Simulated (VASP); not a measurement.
# Si2Mo (C222) in VASP: single point with r2SCAN

Aim: the single point of Si2Mo with r2SCAN.

Everything below comes from runs of VASP 6.6.1. Logs are shortened: lines on timing, memory, paths and dates and some standing lists are left out, and cuts for length are marked.

## 1. The cell of the first run

It takes space group C222 (No. 21, orthorhombic). The conventional cell has a = 4.401 Å, b = 8.257 Å, c = 6.577 Å, α = 90.00°, β = 90.00°, γ = 90.00°. Si (site symmetry 1) has 9 Si at 2.54 to 3.23 Å and 5 Mo at 2.55 to 2.74 Å within 3.3 Å. Within 3.3 Å of Si (site symmetry 2) lie 9 Si at 2.54 to 3.23 Å and 5 Mo at 2.55 to 2.78 Å. Within 3.4 Å of Mo (site symmetry 222) lie 10 Si at 2.55 to 2.78 Å and 4 Mo at 3.21 Å. Mo (site symmetry 2) has 10 Si at 2.55 to 2.74 Å and 4 Mo at 3.11 to 3.21 Å within 3.4 Å.

## 2. Single point, r2SCAN (strain -0.0400 x Voigt [1, -1, 0, 0, 0, 0])

File POSCAR:

```
Si2Mo
1.0
    4.4006178567      0.0000000000      0.0000000000
   -2.2003089284      4.1286340943      0.0000000000
    0.0000000000      0.0000000000      6.5768413691
Si Mo
6 3
Direct
    0.1638603720      0.8361396280      0.8333333333
    0.3277207440      0.1638603720      0.1666666667
    0.8361396280      0.6722792560      0.5000000000
    0.8361396280      0.1638603720      0.8333333333
    0.6722792560      0.8361396280      0.1666666667
    0.1638603720      0.3277207440      0.5000000000
    0.5000000000      0.0000000000      0.5000000000
    0.0000000000      0.5000000000      0.1666666667
    0.5000000000      0.5000000000      0.8333333333
```

File INCAR.step1:

```
PREC     = Accurate       # precision mode
ENCUT    = 550            # plane-wave cutoff, eV
ISMEAR   = 0              # smearing method
SIGMA    = 0.03           # smearing width, eV
LREAL    = False          # projectors in reciprocal space
LASPH    = True           # aspherical terms in the spheres
NELM     = 120            # most SCF steps
NBANDS   = 43             # bands
GGA      = PE             # functional
ALGO     = Normal         # electronic algorithm
EDIFF    = 1E-5           # SCF threshold, eV
LWAVE    = True           # write WAVECAR
LCHARG   = False          # write CHGCAR
GGA_COMPAT= False        
KPAR     = 4
```

File INCAR.step2:

```
PREC     = Accurate       # precision mode
ENCUT    = 550            # plane-wave cutoff, eV
EDIFF    = 1E-6           # SCF threshold, eV
ISMEAR   = 0              # smearing method
SIGMA    = 0.03           # smearing width, eV
LREAL    = False          # projectors in reciprocal space
LASPH    = True           # aspherical terms in the spheres
NELM     = 120            # most SCF steps
ALGO     = Normal         # electronic algorithm
ISIF     = 2              # what is computed and relaxed
LWAVE    = False          # write WAVECAR
LCHARG   = False          # write CHGCAR
METAGGA  = R2SCAN         # meta-GGA
LMIXTAU  = True         
NBANDS   = 43             # bands
ISTART   = 1            
GGA_COMPAT= False        
KPAR     = 4
```

File KPOINTS:

```
Automatic mesh
0
Gamma
  12 12 6
```

Potentials or basis: VASP PAW PBE potentials, release 64 (Si, Mo_sv).

Run with:

```
$ cat potpaw_PBE.64/Si/POTCAR potpaw_PBE.64/Mo_sv/POTCAR > POTCAR
$ cp INCAR.step1 INCAR
$ mpirun -np 4 vasp_std > vasp.out
$ cp INCAR.step2 INCAR
$ mpirun -np 4 vasp_std > vasp.out
```

OUTCAR:

```text
PREC = Accurate
   ENCUT = 550
   EDIFF = 1E-6
   ISMEAR = 0
   LREAL = False
   LASPH = True
   NELM = 120
   ISIF = 2
   METAGGA = R2SCAN
   ISTART = 1

 ion  position               nearest neighbor table
   1  0.164  0.836  0.833-   3 2.54   4 2.55   7 2.55   2 2.58   9 2.59   8 2.59   4 2.61   9 2.62
                             9 2.74   4 2.78   5 3.08   5 3.13
   2  0.328  0.164  0.167-   6 2.54   5 2.55   7 2.55   1 2.58   8 2.59   9 2.59   5 2.61   8 2.62
                             8 2.74   5 2.78   4 3.08   4 3.13
   3  0.836  0.672  0.500-   1 2.54   5 2.54   9 2.55   8 2.55   7 2.58   7 2.58   6 2.62   6 2.62
                             6 2.71   7 2.78
   4  0.836  0.164  0.833-   6 2.54   1 2.55   7 2.55   5 2.58   9 2.59   8 2.59   1 2.61   9 2.62
                             9 2.74   1 2.78   2 3.08   2 3.13
   5  0.672  0.836  0.167-   3 2.54   2 2.55   7 2.55   4 2.58   8 2.59   9 2.59   2 2.61   8 2.62
                             8 2.74   2 2.78   1 3.08   1 3.13
   6  0.164  0.328  0.500-   4 2.54   2 2.54   9 2.55   8 2.55   7 2.58   7 2.58   3 2.62   3 2.62
                             3 2.71   7 2.78
   7  0.500  0.000  0.500-   1 2.55   4 2.55   2 2.55   5 2.55   6 2.58   3 2.58   6 2.58   3 2.58
                             6 2.78   3 2.78   8 3.21   8 3.21   9 3.21   9 3.21
   8  0.000  0.500  0.167-   3 2.55   6 2.55   5 2.59   2 2.59   1 2.59   4 2.59   5 2.62   2 2.62
                             5 2.74   2 2.74   9 3.11   9 3.11   7 3.21   7 3.21
   9  0.500  0.500  0.833-   3 2.55   6 2.55   1 2.59   4 2.59   2 2.59   5 2.59   4 2.62   1 2.62
                             1 2.74   4 2.74   8 3.11   8 3.11   7 3.21   7 3.21

  LATTYP: Found a base centered orthorhombic cell.
 ALAT       =     4.4006178567
 B/A-ratio  =     1.8763883749
 C/A-ratio  =     1.4945268104

  Lattice vectors:

 A1 = (   2.2003089284,  -4.1286340943,   0.0000000000)
 A2 = (   2.2003089283,   4.1286340943,   0.0000000000)
 A3 = (   0.0000000000,   0.0000000000,   6.5768413691)

Analysis of symmetry for initial positions (statically):
=====================================================================
 Subroutine PRICEL returns:
 Original cell was already a primitive cell.

 Routine SETGRP: Setting up the symmetry group for a
 base centered orthorhombic supercell.

 Subroutine GETGRP returns: Found  4 space group operations
 (whereof  4 operations were pure point group operations)
 out of a pool of  8 trial point group operations.

The static configuration has the point symmetry D_2 .

Analysis of symmetry for dynamics (positions and initial velocities):
=====================================================================
 Subroutine PRICEL returns:
 Original cell was already a primitive cell.

 Routine SETGRP: Setting up the symmetry group for a
 base centered orthorhombic supercell.

 Subroutine GETGRP returns: Found  4 space group operations
 (whereof  4 operations were pure point group operations)
 out of a pool of  8 trial point group operations.

The dynamic configuration has the point symmetry D_2 .

 Subroutine INISYM returns: Found  4 space group operations
 (whereof  4 operations are pure point group operations),
 and found     1 'primitive' translations

----------------------------------------------------------------------------------------

                                     Primitive cell

  volume of cell :     119.4916

  direct lattice vectors                    reciprocal lattice vectors
     4.400617857  0.000000000  0.000000000     0.227240818  0.121105428  0.000000000
    -2.200308928  4.128634094  0.000000000     0.000000000  0.242210856  0.000000000
     0.000000000  0.000000000  6.576841369     0.000000000  0.000000000  0.152048673

  length of vectors
     4.400617857  4.678352153  6.576841369     0.257497406  0.242210856  0.152048673

  position of ions in fractional coordinates (direct lattice)
     0.163860372  0.836139628  0.833333333
     0.327720744  0.163860372  0.166666667
     0.836139628  0.672279256  0.500000000
     0.836139628  0.163860372  0.833333333
     0.672279256  0.836139628  0.166666667
     0.163860372  0.327720744  0.500000000
     0.500000000  0.000000000  0.500000000
     0.000000000  0.500000000  0.166666667
     0.500000000  0.500000000  0.833333333

  ion indices of the primitive-cell ions
   primitive index   ion index
                 1           1
                 2           2
                 3           3
                 4           4
                 5           5
                 6           6
                 7           7
                 8           8
                 9           9

----------------------------------------------------------------------------------------

 KPOINTS: Automatic mesh

Automatic generation of k-mesh.
 Grid dimensions read from file:
 generate k-points for:   12   12    6

 Generating k-lattice:

  Cartesian coordinates                     Fractional coordinates (reciprocal lattice)
     0.018936735  0.010092119  0.000000000     0.083333333  0.000000000  0.000000000
     0.000000000  0.020184238  0.000000000     0.000000000  0.083333333  0.000000000
     0.000000000  0.000000000  0.025341445     0.000000000  0.000000000  0.166666667

  Length of vectors
     0.021458117  0.020184238  0.025341445

  Shift w.r.t. Gamma in fractional coordinates (k-lattice)
     0.000000000  0.000000000  0.000000000

 Subroutine IBZKPT returns following result:
 ===========================================

 Found    172 irreducible k-points:

 Following reciprocal coordinates:
            Coordinates               Weight
  0.000000  0.000000  0.000000      1.000000
  0.083333 -0.000000  0.000000      4.000000
  0.166667  0.000000  0.000000      4.000000
  0.250000  0.000000  0.000000      4.000000
  0.333333 -0.000000  0.000000      4.000000
  0.416667 -0.000000  0.000000      4.000000
[... 16 lines left out ...]
  0.333333  0.166667  0.000000      4.000000
  0.416667  0.166667  0.000000      4.000000
 [... further k-points ...]
   k-points           NKPTS =    172   k-points in BZ     NKDIM =    172   number of bands    NBANDS=     43
   number of dos      NEDOS =    301   number of ions     NIONS =      9
   total plane-waves  NPLWV =  64800
   dimension x,y,z NGX =    36 NGY =   36 NGZ =   50
   dimension x,y,z NGXF=    72 NGYF=   72 NGZF=  100
   ions per type =               6   3
   NGX,Y,Z   is equivalent  to a cutoff of  13.60, 12.79, 12.64 a.u.
   NGXF,Y,Z  is equivalent  to a cutoff of  27.20, 25.59, 25.28 a.u.
 SYSTEM =  unknown system
   PREC   = accura    normal or accurate (medium, high low for compatibility)
   ISTART =      1    job   : 0-new  1-cont  2-samecut
   ICHARG =      0    charge: 1-file 2-atom 10-const
   ISPIN  =      1    spin polarized calculation?
   LNONCOLLINEAR =      F non collinear calculations
   LSORBIT =      F    spin-orbit coupling
   LASPH  =      T    aspherical Exc in radial PAW
   ENCUT  =  550.0 eV  40.42 Ry    6.36 a.u.   8.41  8.95 12.58*2*pi/ulx,y,z
   NELM   =    120;   NELMIN=  2; NELMDL=  0     # of ELM steps
   EDIFF  = 0.1E-05   stopping-criterion for ELM
   LREAL  =      F    real-space projection
   EDIFFG = 0.1E-04   stopping-criterion for IOM
   NSW    =      0    number of steps for IOM
   IBRION =     -1    ionic relax: 0-MD 1-quasi-New 2-CG
   NFREE  =      0    steps in history (QN), initial steepest desc. (CG)
   ISIF   =      2    stress and relaxation
   ISYM   =      2    0-nonsym 1-usesym 2-fastsym
   POTIM  = 0.5000    time-step for ionic-motion
   TEBEG  =    0.0;   TEEND  =   0.0 temperature during run
   PSTRESS=    0.0 pullay stress
   NELECT =      66.0000    total number of electrons
   NUPDOWN=      -1.0000    fix difference up-down
   EMIN   =  10.00;   EMAX   =-10.00  energy-range for DOS
   EFERMI =   0.00;   METHOD = LEGACY
   ISMEAR =     0;   SIGMA  =   0.03  broadening in eV -4-tet -1-fermi 0-gaus
   EFERMI_NEDOS =   21; number of points for ismear=-14 and -15
   IALGO  =     38    algorithm
   IMIX   =      4    mixing-type and parameters
     AMIX     =   0.40;   BMIX     =  1.00
     AMIX_MAG =   1.60;   BMIX_MAG =  1.00
  volume/ion in A,a.u.               =      13.28        89.60
  Fermi-wavevector in a.u.,A,eV,Ry     =   1.343209  2.538297 24.547782  1.804211
  Thomas-Fermi vector in A             =   2.471301
   LORBIT       =      0    0 simple, 1 ext, 2 COOP (PROOUT), +10 PAW based schemes
   METAGGA = R2SCAN    functional components
   LHFCALC =     F    Hartree Fock is set to
   AEXX    =    0.0000 exact exchange contribution
   IVDW    =     0    specifies the selected vdW correction
   LEPSILON=     F    determine dielectric tensor
   LRPA    =     F    only Hartree local field effects (RPA)
 non-spin polarized calculation
 Gauss-broadening in eV      SIGMA  =   0.03
  energy-cutoff  :      550.00
  volume of cell :      119.49
 maximum number of plane-waves:      3546
 NGX is ok and might be reduce to    36
   NGX = 17   NGY = 17   NGZ = 25

 number of electron      66.0000000 magnetization

 Free energy of the ion-electron system (eV)
  ---------------------------------------------------
  ext. energy  EPLUGINS =         0.00000000
  ---------------------------------------------------
  free energy    TOTEN  =      -134.34974324 eV

  energy without entropy =     -134.34969009  energy(sigma->0) =     -134.34971667

 E-fermi :  13.0292     XC(G=0): -13.4331

 val. band max:       12.9090619086   @ k =   0.0833   0.4167   0.5000
 cond. band min:      13.0347228204   @ k =   0.0000   0.5000   0.5000
 fundamental gap:      0.1256609118
 Fermi energy:        13.0292427266

 k-point     1 :       0.0000    0.0000    0.0000
  band No.  band energies     occupation
      1     -50.1136      2.00000
      2     -50.0818      2.00000
      3     -50.0177      2.00000
      4     -23.6640      2.00000
      5     -23.6622      2.00000
      6     -23.6388      2.00000
[... 35 lines left out ...]
     42      16.4377      0.00000
     43      16.6181      0.00000

 k-point     2 :       0.0833   -0.0000    0.0000
  band No.  band energies     occupation
      1     -50.1130      2.00000
      2     -50.0823      2.00000
      3     -50.0177      2.00000
      4     -23.6689      2.00000
      5     -23.6598      2.00000
      6     -23.6453      2.00000
[... 35 lines left out ...]
     42      16.3551      0.00000
     43      16.5184      0.00000

 k-point     3 :       0.1667    0.0000    0.0000
  band No.  band energies     occupation
      1     -50.1113      2.00000
      2     -50.0837      2.00000
      3     -50.0178      2.00000
      4     -23.6765      2.00000
      5     -23.6634      2.00000
      6     -23.6525      2.00000
[... 919 lines left out ...]
      6     -23.6513      2.00000
[... 35 lines left out ...]
     42      16.4703      0.00000
     43      16.9932      0.00000

 k-point    24 :       0.4167    0.1667    0.0000
  band No.  band energies     occupation
      1     -50.1003      2.00000
      2     -50.0932      2.00000
      3     -50.0184      2.00000
      4     -23.7037      2.00000
      5     -23.6829      2.00000
      6     -23.6528      2.00000
[... 35 lines left out ...]
     42      16.1777      0.00000
     43      16.9823      0.00000

 [... further k-points ...]
[... 5 lines left out ...]
  --------------------------------------------------------------------------------------
  -------------------------------------------------------------------------------------
  Total       12.0475833     -8.3890048      0.3229062      0.0000000      0.0000000      0.0000000
  in kB      161.5374044   -112.4821493      4.3296170      0.0000000      0.0000000      0.0000000
  external PRESSURE =      17.7949574 kB  Pullay stress =       0.0000000 kB

 VOLUME and BASIS-vectors are now :
 -----------------------------------------------------------------------------
  energy-cutoff  :      550.00
  volume of cell :      119.49
      direct lattice vectors                 reciprocal lattice vectors
     4.400617857  0.000000000  0.000000000     0.227240818  0.121105428  0.000000000
    -2.200308928  4.128634094  0.000000000     0.000000000  0.242210856  0.000000000
     0.000000000  0.000000000  6.576841369     0.000000000  0.000000000  0.152048673

 POSITION                                       TOTAL-FORCE (eV/Angst)
 -----------------------------------------------------------------------------------
     -1.11868      3.45211      5.48070         0.039062     -0.048562      0.024986
      1.08163      0.67652      1.09614         0.039062      0.048562     -0.024986
      2.20031      2.77560      3.28842        -0.000000      0.113927      0.000000
      3.31899      0.67652      5.48070        -0.039062      0.048562      0.024986
      1.11868      3.45211      1.09614        -0.039062     -0.048562     -0.024986
     -0.00000      1.35304      3.28842         0.000000     -0.113927      0.000000
      2.20031      0.00000      3.28842         0.000000     -0.000000      0.000000
     -1.10015      2.06432      1.09614         0.000000     -0.000000      0.060655
      1.10015      2.06432      5.48070         0.000000     -0.000000     -0.060655
 -----------------------------------------------------------------------------------
    total drift:                                0.000000      0.000000      0.000000

  FREE ENERGIE OF THE ION-ELECTRON SYSTEM (eV)
  ---------------------------------------------------
  free  energy   TOTEN  =      -134.3497432393 eV

  energy  without entropy=     -134.3496900920  energy(sigma->0) =     -134.34971667
```

It took 11 min on 4 MPI ranks of AMD EPYC 9R14 (Zen 4), shared host; peak memory 0.76 GiB.

Results:

| Quantity | Value |
| --- | --- |
| Free energy | -134.3497 eV |
| Pressure | 1.8 GPa |
| Largest force | 0.114 eV/Å |
| Band gap on the k mesh | 0.01 eV (least direct gap 0.46 eV) |

Forces in eV/Å, atoms in the order of the input:
```
Si   0.039 -0.049  0.025
Si   0.039  0.049 -0.025
Si   0.000  0.114  0.000
Si  -0.039  0.049  0.025
Si  -0.039 -0.049 -0.025
Si   0.000 -0.114  0.000
Mo   0.000  0.000  0.000
Mo   0.000  0.000  0.061
Mo   0.000  0.000 -0.061
```

Levels at points of the mesh, in eV from the valence-band top:
```csv
k point,band 30,band 31,band 32,band 33,band 34,band 35,band 36,band 37
"(0.00, 0.00, 0.00)",-3.10,-2.64,-2.20,-0.95,2.07,2.11,2.15,2.49
"(0.50, 0.00, 0.00)",-2.24,-1.72,-1.13,-0.73,0.01,0.81,1.13,1.31
"(0.00, 0.50, 0.00)",-2.36,-1.78,-1.33,-0.91,0.08,0.48,0.59,1.29
"(0.00, 0.00, 0.50)",-2.30,-2.16,-0.92,-0.83,1.90,2.04,2.27,2.35
"(0.50, 0.00, 0.50)",-2.83,-1.96,-1.32,-0.17,0.64,1.09,1.38,1.52
"(0.00, 0.50, 0.50)",-2.69,-2.43,-1.53,0.00,0.46,1.04,1.27,1.27
```

Caveat: the cell differs from its parent crystal (strain -0.0400 x Voigt [1, -1, 0, 0, 0, 0]); the stress differs along the axes, from -11 to 16 GPa; the smearing spreads over this small gap; the PAW data sets were made with another functional, which shifts forces and pressure a little.

The gap in the log of VASP goes by the Fermi energy; the results here count the filled bands.